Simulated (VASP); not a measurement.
Set up this calculation in VASP 6.6.1, as the native input.

- Task: single point
- Functional: LDA
- Potentials or basis: VASP PAW LDA potentials, release 64 (Zn, Se)
- Cutoff: 520 eV
- k mesh: 8 × 8 × 8
- Occupations: fermi-dirac, width 0.03 eV
- Spin: no spin polarisation
- Dipole correction: no
- Further INCAR settings: ALGO = Normal; EDIFF = 1e-07; NBANDS = 16

The structure of ZnSe lies in POSCAR:

```
ZnSe
1.0
    0.0000000000      2.8525674344      2.8525674344
    2.8525674344      0.0000000000      2.8525674344
    2.8525674344      2.8525674344      0.0000000000
Zn Se
1 1
Direct
    0.0000000000      0.0000000000      0.0000000000
    0.7500000000      0.7500000000      0.7500000000
```

This cell differs from its parent crystal: volume scaled by 1.02.

One way to write it, as run:

INCAR

```
SYSTEM = ZnSe
ALGO     = Normal         ! electronic algorithm
EDIFF    = 1E-7           ! SCF threshold, eV
ENCUT    = 520            ! plane-wave cutoff, eV
ISIF     = 2              ! what is computed and relaxed
ISMEAR   = -1             ! smearing method
LASPH    = .TRUE.         ! aspherical terms in the spheres
LCHARG   = .TRUE.         ! write CHGCAR
LELF     = .TRUE.         ! ELF
LREAL    = .FALSE.        ! projectors in reciprocal space
LVHAR    = .TRUE.       
LWAVE    = .FALSE.        ! write WAVECAR
NBANDS   = 16             ! bands
NELM     = 80             ! most SCF steps
PREC     = Accurate       ! precision mode
SIGMA    = 0.03           ! smearing width, eV
```

KPOINTS

```
k-points
0
G
  8 8 8
  0 0 0
```

Potentials or basis: VASP PAW LDA potentials, release 64 (Zn, Se).

Launch:

```bash
$ cat potpaw_LDA.64/Zn/POTCAR potpaw_LDA.64/Se/POTCAR > POTCAR
$ mpirun -np 1 vasp_std > vasp.out
```

Results of the run:

```json
{"Pressure": "-4.2 GPa", "Band gap on the k mesh": "0.99 eV, direct"}
```

It took 14 s on 1 thread of Intel(R) Xeon(R) Platinum 8559C (Emerald Rapids), on a shared host, peak memory 0.15 GiB.
